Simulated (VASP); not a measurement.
# SrCl2 (Fm-3m) in VASP: electric field gradients with PBE

Aim: the electric field gradients of SrCl2 with PBE.

All numbers are computed with VASP 6.6.1; they aren't measurements. Logs are shortened: lines on timing, memory, paths and dates and some standing lists are left out, and cuts for length are marked.

## 1. The cell of the first run

It takes space group Fm-3m (No. 225, cubic). The conventional cell has a = 6.999 Å, b = 6.999 Å, c = 6.999 Å, α = 90.00°, β = 90.00°, γ = 90.00°. Within 4.0 Å of Sr (site symmetry m-3m) lie 8 Cl at 3.03 Å. Cl (site symmetry -43m) has 4 Sr at 3.03 Å and 6 Cl at 3.50 Å within 4.0 Å.

## 2. Electric field gradients, PBE

The input, INCAR:

```
SYSTEM = SrCl2
ALGO = Normal
EDIFF = 1E-8
ENCUT = 520
GGA = PE
ISIF = 2
ISMEAR = -1
LASPH = .TRUE.
LCHARG = .FALSE.
LEFG = .TRUE.
LREAL = .FALSE.
LWAVE = .FALSE.
NBANDS = 19
NELM = 100
PREC = Accurate
SIGMA = 0.02
```

The input, KPOINTS:

```
k-points
0
G
  6 6 6
  0 0 0
```

The input, POSCAR:

```
SrCl2
1.0
    0.0000000000      3.4997473228      3.4997473228
    3.4997473228      0.0000000000      3.4997473228
    3.4997473228      3.4997473228      0.0000000000
Sr Cl
1 2
Direct
    0.0000000000      0.0000000000      0.0000000000
    0.7500000000      0.7500000000      0.7500000000
    0.2500000000      0.2500000000      0.2500000000
```

Potentials or basis: VASP PAW PBE potentials, release 64 (Sr_sv, Cl).

On the command line:

```bash
$ cat potpaw_PBE.64/Sr_sv/POTCAR potpaw_PBE.64/Cl/POTCAR > POTCAR
$ mpirun -np 1 vasp_std > vasp.out
```

OUTCAR:

```text
SYSTEM = SrCl2
   EDIFF = 1E-8
   ENCUT = 520
   GGA = PE
   ISIF = 2
   ISMEAR = -1
   LASPH = .TRUE.
   LREAL = .FALSE.
   NELM = 100
   PREC = Accurate

 ion  position               nearest neighbor table
   1  0.000  0.000  0.000-   2 3.03   2 3.03   3 3.03   3 3.03   2 3.03   2 3.03   3 3.03   3 3.03

   2  0.750  0.750  0.750-   1 3.03   1 3.03   1 3.03   1 3.03
   3  0.250  0.250  0.250-   1 3.03   1 3.03   1 3.03   1 3.03

  LATTYP: Found a face centered cubic cell.
 ALAT       =     6.9994946456

  Lattice vectors:

 A1 = (   0.0000000000,   3.4997473228,   3.4997473228)
 A2 = (   3.4997473228,   0.0000000000,   3.4997473228)
 A3 = (   3.4997473228,   3.4997473228,   0.0000000000)

Analysis of symmetry for initial positions (statically):
=====================================================================
 Subroutine PRICEL returns:
 Original cell was already a primitive cell.

 Routine SETGRP: Setting up the symmetry group for a
 face centered cubic supercell.

 Subroutine GETGRP returns: Found 48 space group operations
 (whereof 48 operations were pure point group operations)
 out of a pool of 48 trial point group operations.

The static configuration has the point symmetry O_h .

Analysis of symmetry for dynamics (positions and initial velocities):
=====================================================================
 Subroutine PRICEL returns:
 Original cell was already a primitive cell.

 Routine SETGRP: Setting up the symmetry group for a
 face centered cubic supercell.

 Subroutine GETGRP returns: Found 48 space group operations
 (whereof 48 operations were pure point group operations)
 out of a pool of 48 trial point group operations.

The dynamic configuration has the point symmetry O_h .

 Subroutine INISYM returns: Found 48 space group operations
 (whereof 48 operations are pure point group operations),
 and found     1 'primitive' translations

----------------------------------------------------------------------------------------

                                     Primitive cell

  volume of cell :      85.7314

  direct lattice vectors                    reciprocal lattice vectors
     0.000000000  3.499747323  3.499747323    -0.142867457  0.142867457  0.142867457
     3.499747323  0.000000000  3.499747323     0.142867457 -0.142867457  0.142867457
     3.499747323  3.499747323  0.000000000     0.142867457  0.142867457 -0.142867457

  length of vectors
     4.949390129  4.949390129  4.949390129     0.247453694  0.247453694  0.247453694

  position of ions in fractional coordinates (direct lattice)
     0.000000000  0.000000000  0.000000000
     0.750000000  0.750000000  0.750000000
     0.250000000  0.250000000  0.250000000

  ion indices of the primitive-cell ions
   primitive index   ion index
                 1           1
                 2           2
                 3           3

----------------------------------------------------------------------------------------

 KPOINTS: k-points

Automatic generation of k-mesh.
 Grid dimensions read from file:
 generate k-points for:    6    6    6

 Generating k-lattice:

  Cartesian coordinates                     Fractional coordinates (reciprocal lattice)
    -0.023811243  0.023811243  0.023811243     0.166666667  0.000000000  0.000000000
     0.023811243 -0.023811243  0.023811243     0.000000000  0.166666667  0.000000000
     0.023811243  0.023811243 -0.023811243     0.000000000  0.000000000  0.166666667

  Length of vectors
     0.041242282  0.041242282  0.041242282

  Shift w.r.t. Gamma in fractional coordinates (k-lattice)
     0.000000000  0.000000000  0.000000000

 Subroutine IBZKPT returns following result:
 ===========================================

 Found     16 irreducible k-points:

 Following reciprocal coordinates:
            Coordinates               Weight
  0.000000  0.000000  0.000000      1.000000
  0.166667  0.000000  0.000000      8.000000
  0.333333  0.000000  0.000000      8.000000
  0.500000  0.000000  0.000000      4.000000
  0.166667  0.166667  0.000000      6.000000
  0.333333  0.166667  0.000000     24.000000
[... 8 lines left out ...]
 -0.333333  0.333333  0.166667     24.000000
 -0.333333  0.500000  0.166667     12.000000
   k-points           NKPTS =     16   k-points in BZ     NKDIM =     16   number of bands    NBANDS=     19
   number of dos      NEDOS =    301   number of ions     NIONS =      3
   total plane-waves  NPLWV =  64000
   dimension x,y,z NGX =    40 NGY =   40 NGZ =   40
   dimension x,y,z NGXF=    80 NGYF=   80 NGZF=   80
   ions per type =               1   2
   NGX,Y,Z   is equivalent  to a cutoff of  13.44, 13.44, 13.44 a.u.
   NGXF,Y,Z  is equivalent  to a cutoff of  26.87, 26.87, 26.87 a.u.
 SYSTEM =  SrCl2
   PREC   = accura    normal or accurate (medium, high low for compatibility)
   ISTART =      0    job   : 0-new  1-cont  2-samecut
   ICHARG =      2    charge: 1-file 2-atom 10-const
   ISPIN  =      1    spin polarized calculation?
   LNONCOLLINEAR =      F non collinear calculations
   LSORBIT =      F    spin-orbit coupling
   LASPH  =      T    aspherical Exc in radial PAW
   ENCUT  =  520.0 eV  38.22 Ry    6.18 a.u.   9.20  9.20  9.20*2*pi/ulx,y,z
   NELM   =    100;   NELMIN=  2; NELMDL= -5     # of ELM steps
   EDIFF  = 0.1E-07   stopping-criterion for ELM
   LREAL  =      F    real-space projection
   EDIFFG = 0.1E-06   stopping-criterion for IOM
   NSW    =      0    number of steps for IOM
   IBRION =     -1    ionic relax: 0-MD 1-quasi-New 2-CG
   NFREE  =      0    steps in history (QN), initial steepest desc. (CG)
   ISIF   =      2    stress and relaxation
   ISYM   =      2    0-nonsym 1-usesym 2-fastsym
   POTIM  = 0.5000    time-step for ionic-motion
   TEBEG  =    0.0;   TEEND  =   0.0 temperature during run
   PSTRESS=    0.0 pullay stress
   NELECT =      24.0000    total number of electrons
   NUPDOWN=      -1.0000    fix difference up-down
   EMIN   =  10.00;   EMAX   =-10.00  energy-range for DOS
   EFERMI =   0.00;   METHOD = LEGACY
   ISMEAR =    -1;   SIGMA  =   0.02  broadening in eV -4-tet -1-fermi 0-gaus
   EFERMI_NEDOS =   21; number of points for ismear=-14 and -15
   IALGO  =     38    algorithm
   IMIX   =      4    mixing-type and parameters
     AMIX     =   0.40;   BMIX     =  1.00
     AMIX_MAG =   1.60;   BMIX_MAG =  1.00
  volume/ion in A,a.u.               =      28.58       192.85
  Fermi-wavevector in a.u.,A,eV,Ry     =   1.070940  2.023784 15.604698  1.146913
  Thomas-Fermi vector in A             =   2.206666
   LORBIT       =      0    0 simple, 1 ext, 2 COOP (PROOUT), +10 PAW based schemes
   GGA     = PE    functional components
   LHFCALC =     F    Hartree Fock is set to
   AEXX    =    0.0000 exact exchange contribution
   IVDW    =     0    specifies the selected vdW correction
   LEPSILON=     F    determine dielectric tensor
   LRPA    =     F    only Hartree local field effects (RPA)
 non-spin polarized calculation
  energy-cutoff  :      520.00
  volume of cell :       85.73
 maximum number of plane-waves:      2332
 NGX is ok and might be reduce to    40
   NGX = 19   NGY = 19   NGZ = 19

 number of electron      24.0000002 magnetization

 Free energy of the ion-electron system (eV)
  ---------------------------------------------------
  ext. energy  EPLUGINS =         0.00000000
  ---------------------------------------------------
  free energy    TOTEN  =       -12.78722994 eV

  energy without entropy =      -12.78722994  energy(sigma->0) =      -12.78722994

 E-fermi :   0.5438     XC(G=0):  -8.2408

 val. band max:        0.0887478340   @ k =   0.5000   0.5000   0.0000
 cond. band min:       5.3890776643   @ k =   0.0000   0.0000   0.0000
 fundamental gap:      5.3003298303
 Fermi energy:         0.5437947150

 k-point     1 :       0.0000    0.0000    0.0000
  band No.  band energies     occupation
      1     -32.8305      2.00000
      2     -14.8179      2.00000
      3     -14.8179      2.00000
      4     -14.8179      2.00000
      5     -13.1864      2.00000
      6     -12.3562      2.00000
[... 11 lines left out ...]
     18       9.1076      0.00000
     19       9.3444      0.00000
[... 309 lines left out ...]
 k-point    16 :      -0.3333    0.5000    0.1667
  band No.  band energies     occupation
      1     -32.8265      2.00000
      2     -15.0747      2.00000
      3     -14.9286      2.00000
      4     -14.8494      2.00000
      5     -12.5975      2.00000
      6     -12.5025      2.00000
[... 11 lines left out ...]
     18       9.5739      0.00000
     19      10.0390      0.00000

------------------------ aborting loop because EDIFF is reached ----------------------------------------

  FORCE on cell =-STRESS in cart. coord.  units (eV):
  Direction    XX          YY          ZZ          XY          YZ          ZX
  --------------------------------------------------------------------------------------
  -------------------------------------------------------------------------------------
  Total        0.3788808      0.3788808      0.3788808     -0.0000000     -0.0000000      0.0000000
  in kB        7.0806489      7.0806489      7.0806489     -0.0000000     -0.0000000      0.0000000
  external PRESSURE =       7.0806489 kB  Pullay stress =       0.0000000 kB

 VOLUME and BASIS-vectors are now :
 -----------------------------------------------------------------------------
  energy-cutoff  :      520.00
  volume of cell :       85.73
      direct lattice vectors                 reciprocal lattice vectors
     0.000000000  3.499747323  3.499747323    -0.142867457  0.142867457  0.142867457
     3.499747323  0.000000000  3.499747323     0.142867457 -0.142867457  0.142867457
     3.499747323  3.499747323  0.000000000     0.142867457  0.142867457 -0.142867457

 POSITION                                       TOTAL-FORCE (eV/Angst)
 -----------------------------------------------------------------------------------
      0.00000      0.00000      0.00000        -0.000000     -0.000000      0.000000
      5.24962      5.24962      5.24962        -0.000000     -0.000000      0.000000
      1.74987      1.74987      1.74987         0.000000      0.000000     -0.000000
 -----------------------------------------------------------------------------------
    total drift:                               -0.000000     -0.000000      0.000000

  FREE ENERGIE OF THE ION-ELECTRON SYSTEM (eV)
  ---------------------------------------------------
  free  energy   TOTEN  =       -12.7872299415 eV

  energy  without entropy=      -12.7872299415  energy(sigma->0) =      -12.78722994

 Electric field gradients (V/A^2)
---------------------------------------------------------------------
 ion       V_xx      V_yy      V_zz      V_xy      V_xz      V_yz
---------------------------------------------------------------------
   1      -0.000    -0.000     0.000    -0.000    -0.000    -0.000
   2       0.000     0.000    -0.000     0.000     0.000     0.000
   3       0.000     0.000    -0.000     0.000     0.000     0.000
---------------------------------------------------------------------

 Electric field gradients after diagonalization (V/A^2)
 (convention: |V_zz| > |V_xx| > |V_yy|)
----------------------------------------------------------------------
 ion       V_xx      V_yy      V_zz     asymmetry (V_yy - V_xx)/ V_zz
----------------------------------------------------------------------
   1       0.000     0.000    -0.000       0.000
   2      -0.000    -0.000     0.000       0.000
   3      -0.000    -0.000     0.000       0.000
----------------------------------------------------------------------

           NMR quadrupolar parameters

 Cq : quadrupolar parameter    Cq=e*Q*V_zz/h
 eta: asymmetry parameters     (V_yy - V_xx)/ V_zz
 Q  : nuclear electric quadrupole moment in mb (millibarn)
----------------------------------------------------------------------
 ion       Cq(MHz)       eta       Q (mb)
----------------------------------------------------------------------
   1      -0.000       0.000       1.000
   2       0.000       0.000       1.000
   3       0.000       0.000       1.000
----------------------------------------------------------------------
```

Wall time 65 s (1 thread of Intel Xeon 8259CL, shared host); peak memory 0.24 GiB.

Results:

- Free energy: -12.7872 eV
- Pressure: 0.7 GPa
- Band gap on the k mesh: 5.30 eV (least direct gap 5.51 eV)
- Largest electric field gradient by atom: under 0.05 V/Å² on every atom

Levels at points of the mesh, in eV from the valence-band top:
```csv
k point,band 10,band 11,band 12,band 13,band 14,band 15
"(0.00, 0.00, 0.00)",-0.33,-0.33,-0.33,5.30,6.10,6.10
"(0.50, 0.00, 0.00)",-1.30,-1.03,-1.03,6.70,6.70,7.47
"(0.50, 0.50, 0.00)",-0.40,-0.40,0.00,5.51,7.01,7.58
```

A k mesh can miss the band edges.
